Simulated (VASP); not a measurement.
A run of VASP 6.6.1:

The input POSCAR:

```
MgO
1.0
    0.0000000000      2.2597668366      2.1021086852
    2.1021086852      0.0000000000      2.1021086852
    2.1021086852      2.2597668366      0.0000000000
Mg O
1 1
Direct
    0.0000000000      0.0000000000      0.0000000000
    0.5000000000      0.5000000000      0.5000000000
```

The input INCAR.step1:

```
  PREC = Accurate
  ENCUT = 920
  ISMEAR = 0
  SIGMA = 0.05
  LREAL = F
  LASPH = T
  NELM = 120
  NBANDS = 15
  GGA = PE
  ALGO = Normal
  EDIFF = 1E-5
  LWAVE = T
  LCHARG = F
  GGA_COMPAT = F
```

File INCAR.step2:

```
  PREC = Accurate
  ENCUT = 920
  EDIFF = 1E-6
  ISMEAR = 0
  SIGMA = 0.05
  LREAL = F
  LASPH = T
  NELM = 120
  ALGO = Normal
  ISIF = 2
  LWAVE = F
  LCHARG = T
  METAGGA = R2SCAN
  LMIXTAU = T
  LELF = T
  LVHAR = T
  NBANDS = 15
  ISTART = 1
  GGA_COMPAT = F
```

KPOINTS

```
regular mesh
0
Gamma
  10 10 10
```

Potentials or basis: VASP PAW PBE potentials, release 64 (Mg_sv, O).

Run with:

```bash
$ cat potpaw_PBE.64/Mg_sv/POTCAR potpaw_PBE.64/O/POTCAR > POTCAR
$ cp INCAR.step1 INCAR
$ mpirun -np 1 vasp_std > vasp.out
$ cp INCAR.step2 INCAR
$ mpirun -np 1 vasp_std > vasp.out
```

Hardware: 1 thread of Intel(R) Xeon(R) Platinum 8259CL CPU @ 2.50GHz (Skylake/Cascade Lake) (shared host).

Q: How long does it take, and how much memory?

A: Run time: 3 min on 1 thread of Intel(R) Xeon(R) Platinum 8259CL CPU @ 2.50GHz (Skylake/Cascade Lake), with other jobs on the host, peak memory 0.22 GiB. Counts: k points 102.
